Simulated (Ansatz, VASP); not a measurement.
## HfSiF in VASP and in Ansatz

File INCAR:

```
PREC = Accurate
ENCUT = 600
EDIFF = 1E-6
ISMEAR = 0
SIGMA = 0.1
LREAL = False
LASPH = True
NELM = 100
ALGO = Normal
ISIF = 3
LWAVE = False
LCHARG = False
GGA = PE
IBRION = 2
NSW = 100
EDIFFG = -0.01
```

File KPOINTS:

```
regular mesh
0
Gamma
  12 12 12
```

File POSCAR:

```
HfSiF
1.0
    3.8125952900      0.0000000000      0.0000000000
   -1.9062976400      3.3018043700      0.0000000000
    0.0000000000      0.0000000000      3.8132592500
Hf Si F
1 1 1
Direct
    0.0000000000      0.0000000000      0.0000000000
    0.6666666700      0.3333333300      0.5000000000
    0.3333333300      0.6666666700      0.5000000000
```

Input for Ansatz:

```yaml
crystal:
  lattice:
    - [3.81259529, 0.0, 0.0]
    - [-1.90629764, 3.30180437, 0.0]
    - [0.0, 0.0, 3.81325925]
  atoms:
    - { symbol: Hf, position: [0.0, 0.0, 0.0] }
    - { symbol: Si, position: [0.66666667, 0.33333333, 0.5] }
    - { symbol: F, position: [0.33333333, 0.66666667, 0.5] }
basis:
  ecutwfc: 420
kpoints:
  mp_grid: { grid: [12, 12, 12] }
hamiltonian:
  xc: pbe
scf:
  occupations: { method: gaussian, width: 0.1 }
output:
  forces: true
  stress: true
  eigenvalues: true
relax:
  adjacent_minimum: "off"
  f_tol: 0.01
  max_steps: 80
  cell: { stress_tol: 0.05 }
```

Change from the starting cell: species swapped into the PrCuGe type (P-6m2, No. 187).

Alike in both runs: task relaxation of cell and atoms; functional PBE; k mesh 12 × 12 × 12; occupations gaussian, width 0.1 eV; no spin polarisation.

```csv
,VASP,Ansatz
version,VASP 6.6.1,Ansatz 0.2.0
potentials or method,"VASP PAW PBE potentials, release 64 (Hf_pv, Si, F), cutoff 600 eV","scalar-relativistic, plane waves, PAW"
valence electrons in the cell,21,37
```

Ansatz gave:

* gap on the k mesh at the Fermi level, each at its own relaxed structure (eV): none
* relaxed volume (Å³/atom): 15.36
* relaxed cell length with the largest relative difference (Å): 4.439

Q: What did VASP give for the same quantities?

A: gap on the k mesh at the Fermi level, each at its own relaxed structure (eV): none; relaxed volume (Å³/atom): 15.23; relaxed cell length with the largest relative difference (Å): 4.424.

A gap of «none» marks a metal or a gap that the smearing closes. VASP's potentials hold 21 valence electrons a cell and Ansatz's 37, so a difference there can come from the potentials and not from the codes.

Spin-orbit coupling is off throughout.
